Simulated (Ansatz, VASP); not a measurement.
BN: VASP beside Ansatz

```xyz
4
Lattice="2.5667 0.0000 0.0000 -1.2834 2.2228 0.0000 0.0000 0.0000 4.2269" Properties=species:S:1:pos:R:3 pbc="T T T"
B     1.2834    0.7409    4.2257
B     0.0000    1.4819    2.1123
N     1.2834    0.7409    2.6430
N     0.0000    1.4819    0.5295
```

Change from the starting cell: strain +0.0050 x Voigt [1, 1, 0, 0, 0, 0], atoms carried along.

Alike in both runs: task single point; functional r2SCAN; k mesh 12 × 12 × 6; occupations gaussian, width 0.05 eV; no spin polarisation.

|  | VASP | Ansatz |
| --- | --- | --- |
| version | VASP 6.6.1 | Ansatz 0.2.0 |
| potentials or method | VASP PAW PBE potentials, release 64 (B, N), cutoff 520 eV | scalar-relativistic, plane waves, PAW |
| valence electrons in the cell | 16 | 16 |

VASP gave:

* gap on the k mesh at the Fermi level (eV): 5.75
* least direct gap on the mesh (eV): 8.84
* pressure (GPa): -7.4
* traceless stress, the component that is largest in VASP (GPa): 2.71
* rms of the force components (eV/Å): 0.014

Q: Which values does Ansatz return?

A: gap on the k mesh at the Fermi level (eV): 5.78; least direct gap on the mesh (eV): 8.86; pressure (GPa): -8.4; traceless stress, the component that is largest in VASP (GPa): 2.69; rms of the force components (eV/Å): 0.015.

VASP's potentials were made for PBE, not for r2SCAN. Atom by atom the forces differ by 0.001 eV/Å (rms over components).
